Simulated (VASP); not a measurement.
# Si2Mo (I4/mmm) in VASP: further runs

Si2Mo is run at these levels: PBEsol; tasks: electric field gradients.

Everything below comes from runs of VASP 6.6.1. Logs are shortened: lines on timing, memory, paths and dates and some standing lists are left out, and cuts for length are marked.

## 1. The cell of the first run

The structure is tetragonal, space group I4/mmm (No. 139). Conventional cell: a = 3.221 Å, b = 3.221 Å, c = 7.913 Å, α = 90.00°, β = 90.00°, γ = 90.00°. Si (site symmetry 4mm) has 9 Si at 2.63 to 3.22 Å and 5 Mo at 2.63 to 2.64 Å within 3.5 Å. Within 3.5 Å of Mo (site symmetry 4/mmm) lie 10 Si at 2.63 to 2.64 Å and 4 Mo at 3.22 Å.

## 2. Electric field gradients, PBEsol (13.68 Å³/atom)

The input, INCAR:

```
PREC     = Accurate       # precision mode
ENCUT    = 520            # plane-wave cutoff, eV
EDIFF    = 1E-8           # SCF threshold, eV
ISMEAR   = -1             # smearing method
SIGMA    = 0.08           # smearing width, eV
LREAL    = False          # projectors in reciprocal space
LASPH    = True           # aspherical terms in the spheres
NELM     = 100            # most SCF steps
ALGO     = Normal         # electronic algorithm
ISIF     = 2              # what is computed and relaxed
LWAVE    = False          # write WAVECAR
LCHARG   = False          # write CHGCAR
GGA      = PS             # functional
LEFG     = True         
NBANDS   = 18             # bands
```

The input, KPOINTS:

```
regular mesh
0
Gamma
  16 16 16
```

The input, POSCAR:

```
Si2Mo
1.0
   -1.6105963353      1.6105963353      3.9565305599
    1.6105963353     -1.6105963353      3.9565305599
    1.6105963353      1.6105963353     -3.9565305599
Si Mo
2 1
Direct
    0.3330000000      0.3330000000      0.0000000000
    0.6670000000      0.6670000000      0.0000000000
    0.0000000000      0.0000000000      0.0000000000
```

Potentials or basis: VASP PAW PBE potentials, release 64 (Si, Mo_sv).

Launch:

```sh
$ cat potpaw_PBE.64/Si/POTCAR potpaw_PBE.64/Mo_sv/POTCAR > POTCAR
$ mpirun -np 1 vasp_std > vasp.out
```

OUTCAR:

```text
PREC = Accurate
   ENCUT = 520
   EDIFF = 1E-8
   ISMEAR = -1
   LREAL = False
   LASPH = True
   NELM = 100
   ISIF = 2
   GGA = PS

 ion  position               nearest neighbor table
   1  0.333  0.333  0.000-   2 2.63   2 2.63   2 2.63   2 2.63   3 2.63   3 2.63   3 2.63   3 2.63
                             3 2.64   2 2.64
   2  0.667  0.667  0.000-   1 2.63   1 2.63   1 2.63   1 2.63   3 2.63   3 2.63   3 2.63   3 2.63
                             3 2.64   1 2.64
   3  0.000  0.000  0.000-   2 2.63   2 2.63   2 2.63   1 2.63   2 2.63   1 2.63   1 2.63   1 2.63
                             1 2.64   2 2.64

  LATTYP: Found a body centered tetragonal cell.
 ALAT       =     3.2211926706
 C/A-ratio  =     2.4565625000

  Lattice vectors:

 A1 = (  -1.6105963353,   1.6105963353,   3.9565305599)
 A2 = (   1.6105963353,  -1.6105963353,   3.9565305599)
 A3 = (   1.6105963353,   1.6105963353,  -3.9565305599)

Analysis of symmetry for initial positions (statically):
=====================================================================
 Subroutine PRICEL returns:
 Original cell was already a primitive cell.

 Routine SETGRP: Setting up the symmetry group for a
 body centered tetragonal supercell.

 Subroutine GETGRP returns: Found 16 space group operations
 (whereof 16 operations were pure point group operations)
 out of a pool of 16 trial point group operations.

The static configuration has the point symmetry D_4h.

Analysis of symmetry for dynamics (positions and initial velocities):
=====================================================================
 Subroutine PRICEL returns:
 Original cell was already a primitive cell.

 Routine SETGRP: Setting up the symmetry group for a
 body centered tetragonal supercell.

 Subroutine GETGRP returns: Found 16 space group operations
 (whereof 16 operations were pure point group operations)
 out of a pool of 16 trial point group operations.

The dynamic configuration has the point symmetry D_4h.

 Subroutine INISYM returns: Found 16 space group operations
 (whereof 16 operations are pure point group operations),
 and found     1 'primitive' translations

----------------------------------------------------------------------------------------

                                     Primitive cell

  volume of cell :      41.0533

  direct lattice vectors                    reciprocal lattice vectors
    -1.610596335  1.610596335  3.956530560     0.000000000  0.310444019  0.126373345
     1.610596335 -1.610596335  3.956530560     0.310444019  0.000000000  0.126373345
     1.610596335  1.610596335 -3.956530560     0.310444019  0.310444019  0.000000000

  length of vectors
     4.565323119  4.565323119  4.565323119     0.335180118  0.335180118  0.439034143

  position of ions in fractional coordinates (direct lattice)
     0.333000000  0.333000000  0.000000000
     0.667000000  0.667000000  0.000000000
     0.000000000  0.000000000  0.000000000

  ion indices of the primitive-cell ions
   primitive index   ion index
                 1           1
                 2           2
                 3           3

----------------------------------------------------------------------------------------

 KPOINTS: regular mesh

Automatic generation of k-mesh.
 Grid dimensions read from file:
 generate k-points for:   16   16   16

 Generating k-lattice:

  Cartesian coordinates                     Fractional coordinates (reciprocal lattice)
     0.000000000  0.019402751  0.007898334     0.062500000 -0.000000000  0.000000000
     0.019402751  0.000000000  0.007898334    -0.000000000  0.062500000  0.000000000
     0.019402751  0.019402751  0.000000000     0.000000000  0.000000000  0.062500000
[... 39 lines left out ...]
   k-points           NKPTS =    349   k-points in BZ     NKDIM =    349   number of bands    NBANDS=     18
   number of dos      NEDOS =    301   number of ions     NIONS =      3
   total plane-waves  NPLWV =  46656
   dimension x,y,z NGX =    36 NGY =   36 NGZ =   36
   dimension x,y,z NGXF=    72 NGYF=   72 NGZF=   72
   ions per type =               2   1
   NGX,Y,Z   is equivalent  to a cutoff of  13.11, 13.11, 13.11 a.u.
   NGXF,Y,Z  is equivalent  to a cutoff of  26.22, 26.22, 26.22 a.u.
 SYSTEM =  unknown system
   PREC   = accura    normal or accurate (medium, high low for compatibility)
   ISTART =      0    job   : 0-new  1-cont  2-samecut
   ICHARG =      2    charge: 1-file 2-atom 10-const
   ISPIN  =      1    spin polarized calculation?
   LNONCOLLINEAR =      F non collinear calculations
   LSORBIT =      F    spin-orbit coupling
   LASPH  =      T    aspherical Exc in radial PAW
   ENCUT  =  520.0 eV  38.22 Ry    6.18 a.u.   8.49  8.49  8.49*2*pi/ulx,y,z
   NELM   =    100;   NELMIN=  2; NELMDL= -5     # of ELM steps
   EDIFF  = 0.1E-07   stopping-criterion for ELM
   LREAL  =      F    real-space projection
   EDIFFG = 0.1E-06   stopping-criterion for IOM
   NSW    =      0    number of steps for IOM
   IBRION =     -1    ionic relax: 0-MD 1-quasi-New 2-CG
   NFREE  =      0    steps in history (QN), initial steepest desc. (CG)
   ISIF   =      2    stress and relaxation
   ISYM   =      2    0-nonsym 1-usesym 2-fastsym
   POTIM  = 0.5000    time-step for ionic-motion
   TEBEG  =    0.0;   TEEND  =   0.0 temperature during run
   PSTRESS=    0.0 pullay stress
   NELECT =      22.0000    total number of electrons
   NUPDOWN=      -1.0000    fix difference up-down
   EMIN   =  10.00;   EMAX   =-10.00  energy-range for DOS
   EFERMI =   0.00;   METHOD = LEGACY
   ISMEAR =    -1;   SIGMA  =   0.08  broadening in eV -4-tet -1-fermi 0-gaus
   EFERMI_NEDOS =   21; number of points for ismear=-14 and -15
   IALGO  =     38    algorithm
   IMIX   =      4    mixing-type and parameters
     AMIX     =   0.40;   BMIX     =  1.00
     AMIX_MAG =   1.60;   BMIX_MAG =  1.00
  volume/ion in A,a.u.               =      13.68        92.35
  Fermi-wavevector in a.u.,A,eV,Ry     =   1.329739  2.512842 24.057901  1.768206
  Thomas-Fermi vector in A             =   2.458879
   LORBIT       =      0    0 simple, 1 ext, 2 COOP (PROOUT), +10 PAW based schemes
   GGA     = PS    functional components
   LHFCALC =     F    Hartree Fock is set to
   AEXX    =    0.0000 exact exchange contribution
   IVDW    =     0    specifies the selected vdW correction
   LEPSILON=     F    determine dielectric tensor
   LRPA    =     F    only Hartree local field effects (RPA)
 non-spin polarized calculation
  energy-cutoff  :      520.00
  volume of cell :       41.05
 maximum number of plane-waves:      1134
 NGX is ok and might be reduce to    36
   NGX = 17   NGY = 17   NGZ = 17

 number of electron      22.0000000 magnetization

 Free energy of the ion-electron system (eV)
  ---------------------------------------------------
  ext. energy  EPLUGINS =         0.00000000
  ---------------------------------------------------
  free energy    TOTEN  =       -25.05182007 eV

  energy without entropy =      -25.04527795  energy(sigma->0) =      -25.04854901

 E-fermi :  11.8811     XC(G=0): -12.4174

 val. band max:       11.8791431366   @ k =  -0.1250  -0.1250   0.0625
 cond. band min:      11.8952087355   @ k =  -0.1875  -0.1875   0.1250
 fundamental gap:      0.0160655989
 Fermi energy:        11.8811064358

 k-point     1 :       0.0000    0.0000    0.0000
  band No.  band energies     occupation
      1     -48.7745      2.00000
      2     -22.9559      2.00000
      3     -22.8647      2.00000
      4     -22.8647      2.00000
      5      -1.4108      2.00000
      6       5.6608      2.00000
[... 481 lines left out ...]
      5      -1.2918      2.00000
      6       5.7679      2.00000
[... 10 lines left out ...]
     17      17.0940      0.00000
     18      17.3714      0.00000

 [... further k-points ...]

------------------------ aborting loop because EDIFF is reached ----------------------------------------

  FORCE on cell =-STRESS in cart. coord.  units (eV):
  Direction    XX          YY          ZZ          XY          YZ          ZX
  --------------------------------------------------------------------------------------
  -------------------------------------------------------------------------------------
  Total       -1.4860598     -1.4860598     -1.9286371      0.0000000     -0.0000000      0.0000000
  in kB      -57.9961187    -57.9961187    -75.2684834      0.0000000     -0.0000000      0.0000000
  external PRESSURE =     -63.7535736 kB  Pullay stress =       0.0000000 kB

 VOLUME and BASIS-vectors are now :
 -----------------------------------------------------------------------------
  energy-cutoff  :      520.00
  volume of cell :       41.05
      direct lattice vectors                 reciprocal lattice vectors
    -1.610596335  1.610596335  3.956530560     0.000000000  0.310444019  0.126373345
     1.610596335 -1.610596335  3.956530560     0.310444019  0.000000000  0.126373345
     1.610596335  1.610596335 -3.956530560     0.310444019  0.310444019  0.000000000

 POSITION                                       TOTAL-FORCE (eV/Angst)
 -----------------------------------------------------------------------------------
      0.00000      0.00000      2.63505        -0.000000     -0.000000      0.351119
      0.00000      0.00000      5.27801         0.000000      0.000000     -0.351119
      0.00000      0.00000      0.00000        -0.000000     -0.000000     -0.000000
 -----------------------------------------------------------------------------------
    total drift:                                0.000000      0.000000     -0.000000

  FREE ENERGIE OF THE ION-ELECTRON SYSTEM (eV)
  ---------------------------------------------------
  free  energy   TOTEN  =       -25.0518200719 eV

  energy  without entropy=      -25.0452779549  energy(sigma->0) =      -25.04854901

 Electric field gradients (V/A^2)
---------------------------------------------------------------------
 ion       V_xx      V_yy      V_zz      V_xy      V_xz      V_yz
---------------------------------------------------------------------
   1       5.646     5.646   -11.291    -0.000    -0.000    -0.000
   2       5.646     5.646   -11.291    -0.000    -0.000    -0.000
   3      28.081    28.081   -56.163     0.001     0.000     0.000
---------------------------------------------------------------------

 Electric field gradients after diagonalization (V/A^2)
 (convention: |V_zz| > |V_xx| > |V_yy|)
----------------------------------------------------------------------
 ion       V_xx      V_yy      V_zz     asymmetry (V_yy - V_xx)/ V_zz
----------------------------------------------------------------------
   1       5.646     5.646   -11.291       0.000
   2       5.646     5.646   -11.291       0.000
   3      28.082    28.081   -56.163       0.000
----------------------------------------------------------------------

           NMR quadrupolar parameters

 Cq : quadrupolar parameter    Cq=e*Q*V_zz/h
 eta: asymmetry parameters     (V_yy - V_xx)/ V_zz
 Q  : nuclear electric quadrupole moment in mb (millibarn)
----------------------------------------------------------------------
 ion       Cq(MHz)       eta       Q (mb)
----------------------------------------------------------------------
   1      -0.027       0.000       1.000
   2      -0.027       0.000       1.000
   3      -0.136       0.000       1.000
----------------------------------------------------------------------
```

Run time: 5 min. Hardware: 1 thread of Intel Xeon Platinum 8488C (Sapphire Rapids), shared host; peak memory 0.39 GiB.

What came out:

```
Free energy                             : -25.0518 eV
Pressure                                : -6.4 GPa
Largest force                           : 0.351 eV/Å
Band gap on the k mesh                  : zero (bands 11 and 12 overlap by 1.02 eV)
Largest electric field gradient by atom : Si -11.3; Mo -56.2 V/Å²
```

Forces on the atoms (eV/Å):
```
Si   0.000  0.000  0.351
Si   0.000  0.000 -0.351
Mo   0.000  0.000  0.000
```

Stress tensor (GPa, compression positive):
```
-5.80  0.00  0.00
 0.00 -5.80  0.00
 0.00  0.00 -7.53
```

Levels at points of the mesh, in eV from the Fermi level:
```tsv
k point	band 7	band 8	band 9	band 10	band 11	band 12	band 13	band 14	band 15	band 16
(0.00, 0.00, 0.00)	-3.47	-2.96	-2.59	-2.59	0.42	2.97	3.16	3.59	3.59	3.97
(0.50, 0.00, 0.00)	-4.84	-4.40	-2.55	-2.44	-0.49	2.19	3.00	3.89	4.21	5.44
(0.50, 0.50, 0.00)	-5.61	-5.26	-4.42	-2.98	-1.13	2.25	2.63	2.95	3.20	4.78
(0.50, 0.50, 0.50)	-3.42	-2.24	-0.56	-0.56	-0.51	-0.51	0.55	4.55	4.94	5.87
```

Electric field gradients, principal values (V/Å²):
| atom | least | middle | greatest (by size) |
| --- | --- | --- | --- |
| 1 Si | 5.646 | 5.646 | -11.291 |
| 2 Si | 5.646 | 5.646 | -11.291 |
| 3 Mo | 28.081 | 28.082 | -56.163 |

Caveat: the cell stands under tension; without QUAD_EFG the Cq values of the log hold for a quadrupole moment of 1 mb, not for the nuclei; the PAW data sets were made with another functional, which shifts forces and pressure a little.

(Continued in part 2 of 2.)
